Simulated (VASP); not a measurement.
Input of a VASP 6.6.1 run:

The input POSCAR:

```
Li2Se
1.0
    0.0000000000      2.9523335100      2.9523335100
    2.9523335100      0.0000000000      2.9523335100
    2.9523335100      2.9523335100      0.0000000000
Li Se
2 1
Direct
    0.2500000000      0.2500000000      0.2500000000
    0.7500000000      0.7500000000      0.7500000000
    0.0000000000      0.0000000000      0.0000000000
```

The input INCAR.step1:

```
SYSTEM = Li2Se
ALGO = Normal
EDIFF = 1E-5
EDIFFG = -0.01
ENCUT = 720
GGA = PE
GGA_COMPAT = .False.
IBRION = 2
ISMEAR = -1
LASPH = .True.
LCHARG = .False.
LREAL = .False.
LWAVE = .True.
NELM = 120
NELMIN = 4
NSW = 100
PREC = Accurate
SIGMA = 0.02
```

INCAR.step2

```
SYSTEM = Li2Se
ALGO = Normal
EDIFF = 1E-7
EDIFFG = -0.01
ENCUT = 720
GGA_COMPAT = .False.
IBRION = 2
ISIF = 2
ISMEAR = -1
ISTART = 1
LASPH = .True.
LCHARG = .False.
LMIXTAU = .True.
LREAL = .False.
LWAVE = .False.
METAGGA = R2SCAN
NELM = 120
NELMIN = 4
NSW = 50
PREC = Accurate
SIGMA = 0.02
```

File KPOINTS:

```
k-points
0
Gamma
  8 8 8
  0 0 0
```

Potentials or basis: VASP PAW PBE potentials, release 64 (Li_sv, Se).

The run is started by

```console
$ cat potpaw_PBE.64/Li_sv/POTCAR potpaw_PBE.64/Se/POTCAR > POTCAR
$ cp INCAR.step1 INCAR
$ mpirun -np 1 vasp_std > vasp.out
$ cp INCAR.step2 INCAR
$ mpirun -np 1 vasp_std > vasp.out
```

**Question.** Predict the band gap on the k mesh.

**Answer.** 3.42 eV (least direct gap 4.37 eV).

Final structure:
```xyz
3
Lattice="0.0000 2.9523 2.9523 2.9523 0.0000 2.9523 2.9523 2.9523 0.0000" Properties=species:S:1:pos:R:3 pbc="T T T"
Li    1.4762    1.4762    1.4762
Li    4.4285    4.4285    4.4285
Se    0.0000    0.0000    0.0000
```

Caveat: the relaxation stopped at its first step, so nothing moved; the PAW data sets were made with another functional, which shifts forces and pressure a little. r2SCAN opens gaps a little over a GGA but as a rule still falls short of measured ones.
